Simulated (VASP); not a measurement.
# Ti2B3 (P-4m2) in VASP: single point with PBE

Aim: the single point of Ti2B3 with PBE.

All numbers are computed with VASP 6.6.1; they aren't measurements. Logs are shortened: lines on timing, memory, paths and dates and some standing lists are left out, and cuts for length are marked.

## Step 1: The cell of the first run

Symmetry: P-4m2, No. 115, tetragonal system. Conventional cell: a = 3.211 Å, b = 3.211 Å, c = 4.849 Å, α = 90.00°, β = 90.00°, γ = 90.00°. Within 3.0 Å of Ti (site symmetry 2mm) lie 8 B at 2.21 to 2.49 Å and 4 Ti at 2.91 Å. Within 2.5 Å of B (site symmetry -4m2) lie 4 B at 1.88 Å and 4 Ti at 2.21 Å. Within 2.5 Å of B (site symmetry 2mm) lie 2 B at 1.88 Å and 6 Ti at 2.33 to 2.49 Å.

## Step 2: Single point, PBE

The input, POSCAR:

```
Ti2B3
1.0
    3.2112877419      0.0000000000      0.0000000000
    0.0000000000      3.2112877419      0.0000000000
    0.0000000000      0.0000000000      4.8487821225
Ti B
2 3
Direct
    0.5000000000      0.0000000000      0.6875308216
    0.0000000000      0.5000000000      0.3124691784
    0.5000000000      0.5000000000      0.0000000000
    0.0000000000      0.5000000000      0.7994286427
    0.5000000000      0.0000000000      0.2005713573
```

The input, INCAR.step1:

```
SYSTEM = Ti2B3
PREC = Accurate ; ENCUT = 520
EDIFF = 1E-7 ; ISMEAR = 0
SIGMA = 0.1 ; LREAL = .FALSE.
LASPH = .TRUE. ; NELM = 80
ALGO = Normal ; ISIF = 2
LWAVE = .FALSE. ; LCHARG = .TRUE.
LMAXMIX = 4 ; GGA = PE
NBANDS = 24
```

The input, KPOINTS.step1:

```
regular mesh
0
G
  12 12 8
  0 0 0
```

The input, INCAR.step2:

```
SYSTEM = Ti2B3
PREC = Accurate ; ENCUT = 520
EDIFF = 1E-7 ; ISMEAR = -5
SIGMA = 0.1 ; LREAL = .FALSE.
LASPH = .TRUE. ; NELM = 80
ALGO = Normal ; ISIF = 2
LWAVE = .FALSE. ; LCHARG = .FALSE.
LMAXMIX = 4 ; GGA = PE
LORBIT = 11 ; NBANDS = 24
NEDOS = 2001 ; ICHARG = 11
```

The input, KPOINTS.step2:

```
regular mesh
0
G
  18 18 12
  0 0 0
```

Potentials or basis: VASP PAW PBE potentials, release 64 (Ti_sv, B).

Started as:

```console
$ cat potpaw_PBE.64/Ti_sv/POTCAR potpaw_PBE.64/B/POTCAR > POTCAR
$ cp INCAR.step1 INCAR
$ cp KPOINTS.step1 KPOINTS
$ mpirun -np 1 vasp_std > vasp.out
$ cp INCAR.step2 INCAR
$ cp KPOINTS.step2 KPOINTS
$ mpirun -np 1 vasp_std > vasp.out
```

OUTCAR:

```text
SYSTEM = Ti2B3
   PREC = Accurate
   ENCUT = 520
   EDIFF = 1E-7
   ISMEAR = -5
   LREAL = .FALSE.
   LASPH = .TRUE.
   NELM = 80
   ISIF = 2
   GGA = PE
   LORBIT = 11
   ICHARG = 11

 ion  position               nearest neighbor table
   1  0.500  0.000  0.688-   3 2.21   3 2.21   4 2.33   4 2.33   4 2.33   4 2.33   5 2.36   5 2.49
                             2 2.91   2 2.91   2 2.91   2 2.91
   2  0.000  0.500  0.312-   3 2.21   3 2.21   5 2.33   5 2.33   5 2.33   5 2.33   4 2.36   4 2.49
                             1 2.91   1 2.91   1 2.91   1 2.91
   3  0.500  0.500  0.000-   4 1.88   5 1.88   5 1.88   4 1.88   1 2.21   1 2.21   2 2.21   2 2.21

   4  0.000  0.500  0.799-   3 1.88   3 1.88   1 2.33   1 2.33   1 2.33   1 2.33   2 2.36   2 2.49

   5  0.500  0.000  0.201-   3 1.88   3 1.88   2 2.33   2 2.33   2 2.33   2 2.33   1 2.36   1 2.49

  LATTYP: Found a simple tetragonal cell.
 ALAT       =     3.2112877419
 C/A-ratio  =     1.5099182983

  Lattice vectors:

 A1 = (   3.2112877419,   0.0000000000,   0.0000000000)
 A2 = (   0.0000000000,   3.2112877419,   0.0000000000)
 A3 = (   0.0000000000,   0.0000000000,   4.8487821225)

Analysis of symmetry for initial positions (statically):
=====================================================================
 Subroutine PRICEL returns:
 Original cell was already a primitive cell.

 Routine SETGRP: Setting up the symmetry group for a
 simple tetragonal supercell.

 Subroutine GETGRP returns: Found  8 space group operations
 (whereof  8 operations were pure point group operations)
 out of a pool of 16 trial point group operations.

The static configuration has the point symmetry D_2d.

Analysis of symmetry for dynamics (positions and initial velocities):
=====================================================================
 Subroutine PRICEL returns:
 Original cell was already a primitive cell.

 Routine SETGRP: Setting up the symmetry group for a
 simple tetragonal supercell.

 Subroutine GETGRP returns: Found  8 space group operations
 (whereof  8 operations were pure point group operations)
 out of a pool of 16 trial point group operations.

The dynamic configuration has the point symmetry D_2d.

 Subroutine INISYM returns: Found  8 space group operations
 (whereof  8 operations are pure point group operations),
 and found     1 'primitive' translations

----------------------------------------------------------------------------------------

                                     Primitive cell

  volume of cell :      50.0024

  direct lattice vectors                    reciprocal lattice vectors
     3.211287742  0.000000000  0.000000000     0.311401556  0.000000000  0.000000000
     0.000000000  3.211287742  0.000000000     0.000000000  0.311401556  0.000000000
     0.000000000  0.000000000  4.848782123     0.000000000  0.000000000  0.206237355

  length of vectors
     3.211287742  3.211287742  4.848782123     0.311401556  0.311401556  0.206237355

  position of ions in fractional coordinates (direct lattice)
     0.500000000  0.000000000  0.687530822
     0.000000000  0.500000000  0.312469178
     0.500000000  0.500000000  0.000000000
     0.000000000  0.500000000  0.799428643
     0.500000000  0.000000000  0.200571357

  ion indices of the primitive-cell ions
   primitive index   ion index
                 1           1
                 2           2
                 3           3
                 4           4
                 5           5

----------------------------------------------------------------------------------------

 KPOINTS: regular mesh

Automatic generation of k-mesh.
 Grid dimensions read from file:
 generate k-points for:   18   18   12

 Generating k-lattice:

  Cartesian coordinates                     Fractional coordinates (reciprocal lattice)
     0.017300086  0.000000000  0.000000000     0.055555556  0.000000000  0.000000000
     0.000000000  0.017300086  0.000000000     0.000000000  0.055555556  0.000000000
     0.000000000  0.000000000  0.017186446     0.000000000  0.000000000  0.083333333

  Length of vectors
     0.017300086  0.017300086  0.017186446

  Shift w.r.t. Gamma in fractional coordinates (k-lattice)
     0.000000000  0.000000000  0.000000000

 TETIRR: Found   5832 inequivalent tetrahedra from    23328

 Subroutine IBZKPT returns following result:
 ===========================================

 Found    385 irreducible k-points:

 Following reciprocal coordinates:
            Coordinates               Weight
  0.000000  0.000000  0.000000      1.000000
  0.055556  0.000000  0.000000      4.000000
  0.111111  0.000000  0.000000      4.000000
  0.166667  0.000000  0.000000      4.000000
  0.222222  0.000000  0.000000      4.000000
  0.277778  0.000000  0.000000      4.000000
[... 16 lines left out ...]
  0.277778  0.111111  0.000000      8.000000
  0.333333  0.111111  0.000000      8.000000
 [... further k-points ...]
   k-points           NKPTS =    385   k-points in BZ     NKDIM =    385   number of bands    NBANDS=     24
   number of dos      NEDOS =   2001   number of ions     NIONS =      5
   total plane-waves  NPLWV =  20736
   dimension x,y,z NGX =    24 NGY =   24 NGZ =   36
   dimension x,y,z NGXF=    48 NGYF=   48 NGZF=   72
   ions per type =               2   3
   NGX,Y,Z   is equivalent  to a cutoff of  12.42, 12.42, 12.34 a.u.
   NGXF,Y,Z  is equivalent  to a cutoff of  24.85, 24.85, 24.69 a.u.
 SYSTEM =  Ti2B3
   PREC   = accura    normal or accurate (medium, high low for compatibility)
   ISTART =      0    job   : 0-new  1-cont  2-samecut
   ICHARG =     11    charge: 1-file 2-atom 10-const
   ISPIN  =      1    spin polarized calculation?
   LNONCOLLINEAR =      F non collinear calculations
   LSORBIT =      F    spin-orbit coupling
   LASPH  =      T    aspherical Exc in radial PAW
   ENCUT  =  520.0 eV  38.22 Ry    6.18 a.u.   5.97  5.97  9.02*2*pi/ulx,y,z
   NELM   =     80;   NELMIN=  2; NELMDL=  0     # of ELM steps
   EDIFF  = 0.1E-06   stopping-criterion for ELM
   LREAL  =      F    real-space projection
   EDIFFG = 0.1E-05   stopping-criterion for IOM
   NSW    =      0    number of steps for IOM
   IBRION =     -1    ionic relax: 0-MD 1-quasi-New 2-CG
   NFREE  =      0    steps in history (QN), initial steepest desc. (CG)
   ISIF   =      2    stress and relaxation
   ISYM   =      2    0-nonsym 1-usesym 2-fastsym
   POTIM  = 0.5000    time-step for ionic-motion
   TEBEG  =    0.0;   TEEND  =   0.0 temperature during run
   PSTRESS=    0.0 pullay stress
   NELECT =      33.0000    total number of electrons
   NUPDOWN=      -1.0000    fix difference up-down
   EMIN   =  10.00;   EMAX   =-10.00  energy-range for DOS
   EFERMI =   0.00;   METHOD = LEGACY
   ISMEAR =    -5;   SIGMA  =   0.10  broadening in eV -4-tet -1-fermi 0-gaus
   EFERMI_NEDOS =   21; number of points for ismear=-14 and -15
   IALGO  =     38    algorithm
   IMIX   =      4    mixing-type and parameters
     AMIX     =   0.40;   BMIX     =  1.00
     AMIX_MAG =   1.60;   BMIX_MAG =  1.00
  volume/ion in A,a.u.               =      10.00        67.49
  Fermi-wavevector in a.u.,A,eV,Ry     =   1.425331  2.693485 27.641172  2.031569
  Thomas-Fermi vector in A             =   2.545727
   LORBIT       =     11    0 simple, 1 ext, 2 COOP (PROOUT), +10 PAW based schemes
   GGA     = PE    functional components
   LHFCALC =     F    Hartree Fock is set to
   AEXX    =    0.0000 exact exchange contribution
   IVDW    =     0    specifies the selected vdW correction
   LEPSILON=     F    determine dielectric tensor
   LRPA    =     F    only Hartree local field effects (RPA)
 non-spin polarized calculation
 Fermi weights with tetrahedron method with Bloechl corrections
  energy-cutoff  :      520.00
  volume of cell :       50.00
 maximum number of plane-waves:      1368
 NGX is ok and might be reduce to    24

 number of electron      32.9999998 magnetization

 Free energy of the ion-electron system (eV)
  ---------------------------------------------------
  ext. energy  EPLUGINS =         0.00000000
  ---------------------------------------------------
  free energy    TOTEN  =       -38.32563028 eV

  energy without entropy =      -38.32563028  energy(sigma->0) =      -38.32563028

 E-fermi :   8.5533     XC(G=0): -12.2486

 val. band max:        8.5573771463   @ k =   0.2778   0.2222   0.5000
 cond. band min:       8.5218863097   @ k =   0.0556   0.0000   0.3333
 fundamental gap:     -0.0354908366
 Fermi energy:         8.5532951038

 k-point     1 :       0.0000    0.0000    0.0000
  band No.  band energies     occupation
      1     -47.9459      2.00000
      2     -47.8608      2.00000
      3     -24.4333      2.00000
      4     -24.1759      2.00000
      5     -24.1759      2.00000
      6     -24.1634      2.00000
[... 16 lines left out ...]
     23      11.2300      0.00000
     24      11.4689      0.00000

 k-point     2 :       0.0556    0.0000    0.0000
  band No.  band energies     occupation
      1     -47.9449      2.00000
      2     -47.8611      2.00000
      3     -24.4317      2.00000
      4     -24.1967      2.00000
      5     -24.1742      2.00000
      6     -24.1483      2.00000
[... 16 lines left out ...]
     23      11.4046      0.00000
     24      11.5245      0.00000
[... 565 lines left out ...]
     23      11.8076      0.00000
     24      13.2229      0.00000

 k-point    24 :       0.3333    0.1111    0.0000
  band No.  band energies     occupation
      1     -47.9117      2.00000
      2     -47.8717      2.00000
      3     -24.3970      2.00000
      4     -24.3408      2.00000
      5     -24.1851      2.00000
      6     -24.1206      2.00000
[... 16 lines left out ...]
     23      12.0327      0.00000
     24      13.3136      0.00000

 [... further k-points ...]

------------------------ aborting loop because EDIFF is reached ----------------------------------------

  FORCE on cell =-STRESS in cart. coord.  units (eV):
  Direction    XX          YY          ZZ          XY          YZ          ZX
  --------------------------------------------------------------------------------------
  -------------------------------------------------------------------------------------
  Total        0.0877627      0.0877627      0.0408428      0.0000000      0.0000000     -0.0000000
  in kB        2.8120913      2.8120913      1.3086854      0.0000000      0.0000000     -0.0000000
  external PRESSURE =       2.3109560 kB  Pullay stress =       0.0000000 kB

 VOLUME and BASIS-vectors are now :
 -----------------------------------------------------------------------------
  energy-cutoff  :      520.00
  volume of cell :       50.00
      direct lattice vectors                 reciprocal lattice vectors
     3.211287742  0.000000000  0.000000000     0.311401556  0.000000000  0.000000000
     0.000000000  3.211287742  0.000000000     0.000000000  0.311401556  0.000000000
     0.000000000  0.000000000  4.848782123     0.000000000  0.000000000  0.206237355

 POSITION                                       TOTAL-FORCE (eV/Angst)
 -----------------------------------------------------------------------------------
      1.60564      0.00000      3.33369         0.000000      0.000000     -0.043086
      0.00000      1.60564      1.51509        -0.000000      0.000000      0.043086
      1.60564      1.60564      0.00000         0.000000      0.000000      0.000000
      0.00000      1.60564      3.87626         0.000000      0.000000      0.001190
      1.60564      0.00000      0.97253         0.000000      0.000000     -0.001190
 -----------------------------------------------------------------------------------
    total drift:                               -0.000000     -0.000000      0.000000

  FREE ENERGIE OF THE ION-ELECTRON SYSTEM (eV)
  ---------------------------------------------------
  free  energy   TOTEN  =       -38.3256302820 eV

  energy  without entropy=      -38.3256302820  energy(sigma->0) =      -38.32563028

 total charge

# of ion       s       p       d       tot
------------------------------------------
    1        2.202   6.209   1.992  10.403
    2        2.202   6.209   1.992  10.403
    3        0.695   1.290   0.000   1.985
    4        0.692   1.148   0.000   1.840
    5        0.692   1.148   0.000   1.840
--------------------------------------------------
tot          6.482  16.004   3.983  26.470
```

Run time: 5.1 min. Hardware: 1 thread of Intel Xeon Platinum 8259CL at 2.50GHz (Skylake/Cascade Lake), shared host; peak memory 0.46 GiB.

Results:

```
Valence electrons inside the program's atomic spheres : Ti 10.40; B 1.99, 1.84 (each value once)
```

Caveat: tetrahedron occupations give inexact forces and stress in metals.
